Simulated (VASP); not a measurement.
Set up this calculation in VASP 6.6.1, as the native input.

- Task: single point
- Functional: PBE
- Potentials or basis: VASP PAW PBE potentials, release 64 (Cu, H)
- Cutoff: 520 eV
- k mesh: 5 × 5 × 1
- Occupations: gaussian, width 0.1 eV
- Spin: no spin polarisation
- Dipole correction: yes
- Further INCAR settings: ALGO = Fast; EDIFF = 1e-06; NBANDS = 80

The structure of Cu6H lies in POSCAR:

```
Cu6H
1.0
    5.1332392722      0.0000000000      0.0000000000
    0.0000000000      5.1332392722      0.0000000000
    0.0000000000      0.0000000000     21.5289058579
Cu H
12 2
Direct
    0.2500000000      0.2500000000      0.1857967157
    0.2500000000      0.7500000000      0.1857967157
    0.7500000000      0.2500000000      0.1857967157
    0.7500000000      0.7500000000      0.1857967157
    0.0000000000      0.0000000000      0.2677566944
    0.0000000000      0.5000000000      0.2677566944
    0.5000000000      0.0000000000      0.2677566944
    0.5000000000      0.5000000000      0.2677566944
    0.2500000000      0.2500000000      0.3497114952
    0.2500000000      0.7500000000      0.3497114952
    0.7500000000      0.2500000000      0.3497114952
    0.7500000000      0.7500000000      0.3497114952
   -0.0081216128      1.0000000000      0.4300685747
    0.5081216128      1.0000000000      0.4300685747
```

One way to write it, as run:

INCAR

```
SYSTEM = Cu6H
PREC     = Accurate       ! precision mode
ENCUT    = 520            ! plane-wave cutoff, eV
EDIFF    = 1E-6           ! SCF threshold, eV
ISMEAR   = 0              ! smearing method
SIGMA    = 0.1            ! smearing width, eV
LREAL    = .False.        ! projectors in reciprocal space
LASPH    = .True.         ! aspherical terms in the spheres
NELM     = 60             ! most SCF steps
ALGO     = Fast           ! electronic algorithm
ISIF     = 2              ! what is computed and relaxed
LWAVE    = .False.        ! write WAVECAR
LCHARG   = .False.        ! write CHGCAR
LDIPOL   = .True.       
IDIPOL   = 3            
DIPOL    = 0.5 0.5 0.291
GGA      = PE             ! functional
NBANDS   = 80             ! bands
```

KPOINTS

```
regular mesh
0
Gamma
  5 5 1
  0 0 0
```

Potentials or basis: VASP PAW PBE potentials, release 64 (Cu, H).

Launch:

```console
$ cat potpaw_PBE.64/Cu/POTCAR potpaw_PBE.64/H/POTCAR > POTCAR
$ mpirun -np 1 vasp_std > vasp.out
```

It gave:

The largest force is 1.560 eV/Å and the band gap on the k mesh is zero (bands 67 and 68 overlap by 0.63 eV).

Wall time 16 min on 1 thread of Oxide Virtual Turin-like Processor, on a shared host, peak memory 0.69 GiB.
